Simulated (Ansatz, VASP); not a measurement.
**One calculation of C, two programs**

The input POSCAR:

```
C
1.0
    0.0000000000      1.7714007132      1.7714007132
    1.7714007132      0.0000000000      1.7714007132
    1.7714007132      1.7714007132      0.0000000000
C
2
Direct
    0.7500000000      0.7500000000      0.7500000000
    0.5000000000      0.5000000000      0.5000000000
```

INCAR.step1

```
SYSTEM = C
  PREC = Accurate
  ENCUT = 520
  ISMEAR = -1
  SIGMA = 0.05
  LREAL = .False.
  LASPH = .True.
  NELM = 60
  NBANDS = 11
  GGA = PE
  ALGO = Normal
  EDIFF = 1E-4
  LWAVE = .True.
  LCHARG = .False.
```

INCAR.step2

```
SYSTEM = C
  PREC = Accurate
  ENCUT = 520
  EDIFF = 1E-6
  ISMEAR = -1
  SIGMA = 0.05
  LREAL = .False.
  LASPH = .True.
  NELM = 60
  ALGO = Normal
  ISIF = 2
  LWAVE = .False.
  LCHARG = .True.
  METAGGA = R2SCAN
  LMIXTAU = .True.
  IVDW = 13
  VDW_S6 = 1.0
  VDW_S8 = 0.6018749
  VDW_A1 = 0.51559235
  VDW_A2 = 5.77342911
  LELF = .True.
  LVHAR = .True.
  NBANDS = 11
  ISTART = 1
```

KPOINTS

```
regular mesh
0
Gamma
  13 13 13
  0 0 0
```

The input input.yaml:

```yaml
crystal:
  lattice:
    - [0.0, 1.7714007132, 1.7714007132]
    - [1.7714007132, 0.0, 1.7714007132]
    - [1.7714007132, 1.7714007132, 0.0]
  atoms:
    - { symbol: C, position: [0.75, 0.75, 0.75] }
    - { symbol: C, position: [0.5, 0.5, 0.5] }
hamiltonian:
  xc: r2scan
  pseudopotentials: { kind: paw }
  dispersion: d4
kpoints:
  mp_grid: { grid: [13, 13, 13] }
scf:
  occupations: { method: fermi_dirac, width: 0.05 }
output:
  forces: true
  stress: true
  eigenvalues: true
```

Alike in both runs: task single point; functional r2SCAN; dispersion D4; k mesh 13 × 13 × 13; occupations fermi-dirac, width 0.05 eV; no spin polarisation.

|  | VASP | Ansatz |
| --- | --- | --- |
| version | VASP 6.6.1 | Ansatz 0.2.0 |
| potentials or method | VASP PAW PBE potentials, release 64 (C) | Ansatz PAW |
| plane-wave cutoff (eV) | 520 | 500 |
| valence electrons in the cell | 8 | 8 |

VASP gave:

| Property | Result |
| --- | --- |
| gap on the k mesh at the Fermi level (eV) | 4.38 |
| least direct gap on the mesh (eV) | 5.89 |
| pressure (GPa) | 5.8 |

Task: What did Ansatz give for the same quantities?

Result: gap on the k mesh at the Fermi level (eV): 4.41; least direct gap on the mesh (eV): 5.94; pressure (GPa): 4.6.

VASP's potentials were made for PBE, not for r2SCAN.

Noted on Ansatz's run: odd divisions of the mesh miss points on the zone boundary, where band edges often lie, so the gap on the mesh can be too wide.
